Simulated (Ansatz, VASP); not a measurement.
# SiC in VASP and in Ansatz

```
Si C
1.0
     0.00000    2.23260    2.23260
     2.23260    0.00000    2.23260
     2.23260    2.23260    0.00000
Si C
1 1
Direct
  0.00000 0.00000 0.00000
  0.75000 0.75000 0.75000
```

Change from the starting cell: strain +0.025 along x and y, +0.025 along z, atoms carried along.

Alike in both runs: task single point; functional r2SCAN; k mesh 10 × 10 × 10; occupations gaussian, width 0.05 eV; no spin polarisation.

|  | VASP | Ansatz |
| --- | --- | --- |
| version | VASP 6.6.1 | Ansatz 0.2.0 |
| potentials or method | VASP PAW PBE potentials, release 64 (Si, C), cutoff 520 eV | scalar-relativistic, plane waves, PAW |
| valence electrons in the cell | 8 | 8 |

VASP gave:

* gap on the k mesh at the Fermi level (eV): 1.77
* least direct gap on the mesh (eV): 4.96
* pressure (GPa): -14.7

Question: Estimate Ansatz's values.

Answer: gap on the k mesh at the Fermi level (eV): 1.76; least direct gap on the mesh (eV): 4.95; pressure (GPa): -14.6.

VASP's potentials were made for PBE, not for r2SCAN.
